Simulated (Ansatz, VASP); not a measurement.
One calculation of TiC, two programs

POSCAR

```
TiC
1.0
    0.0000000000      2.1593000000      2.1593000000
    2.1593000000      0.0000000000      2.1593000000
    2.1593000000      2.1593000000      0.0000000000
Ti C
1 1
Direct
    0.0000000000      0.0000000000      0.0000000000
    0.5000000000      0.5000000000      0.5000000000
```

File INCAR.step1:

```
SYSTEM = TiC
PREC = Accurate ; ENCUT = 600
ISMEAR = 0 ; SIGMA = 0.1
LREAL = .False. ; LASPH = .True.
NELM = 80 ; GGA = PE
ALGO = Normal ; EDIFF = 1E-4
LWAVE = .True. ; LCHARG = .False.
```

The input INCAR.step2:

```
SYSTEM = TiC
PREC = Accurate ; ENCUT = 600
EDIFF = 1E-6 ; ISMEAR = 0
SIGMA = 0.1 ; LREAL = .False.
LASPH = .True. ; NELM = 80
ALGO = Normal ; ISIF = 3
LWAVE = .False. ; LCHARG = .False.
METAGGA = R2SCAN ; LMIXTAU = .True.
IBRION = 2 ; NSW = 100
EDIFFG = -0.005 ; ISTART = 1
```

KPOINTS

```
regular mesh
0
Gamma
  16 16 16
  0 0 0
```

Input for Ansatz:

```yaml
crystal:
  lattice:
    - [0.0, 2.1593, 2.1593]
    - [2.1593, 0.0, 2.1593]
    - [2.1593, 2.1593, 0.0]
  atoms:
    - { symbol: Ti, position: [0.0, 0.0, 0.0] }
    - { symbol: C, position: [0.5, 0.5, 0.5] }
basis:
  ecutwfc: 500
kpoints:
  mp_grid: { grid: [16, 16, 16] }
hamiltonian:
  xc: r2scan
scf:
  occupations: { method: gaussian, width: 0.1 }
output:
  forces: true
  stress: true
  eigenvalues: true
relax:
  adjacent_minimum: "off"
  f_tol: 0.005
  max_steps: 80
  cell: { stress_tol: 0.05 }
```

Alike in both runs: task relaxation of cell and atoms; functional r2SCAN; k mesh 16 × 16 × 16; occupations gaussian, width 0.1 eV; no spin polarisation.

|  | VASP | Ansatz |
| --- | --- | --- |
| version | VASP 6.6.1 | Ansatz 0.2.0 |
| potentials or method | VASP PAW PBE potentials, release 64 (Ti_sv, C), cutoff 600 eV | scalar-relativistic, plane waves, PAW |
| valence electrons in the cell | 16 | 16 |

|  | VASP | Ansatz | Ansatz less VASP |
| --- | --- | --- | --- |
| gap on the k mesh at the Fermi level, each at its own relaxed structure (eV) | none | none | - |
| relaxed volume (Å³/atom) | 10.17 | 10.13 | -0.034 |
| relaxed length of the cell vector where the two differ most in proportion (Å) | 3.064 | 3.060 | -0.0034 |

VASP's potentials were made for PBE, not for r2SCAN. A gap of «none» marks a metal or a gap that the smearing closes.
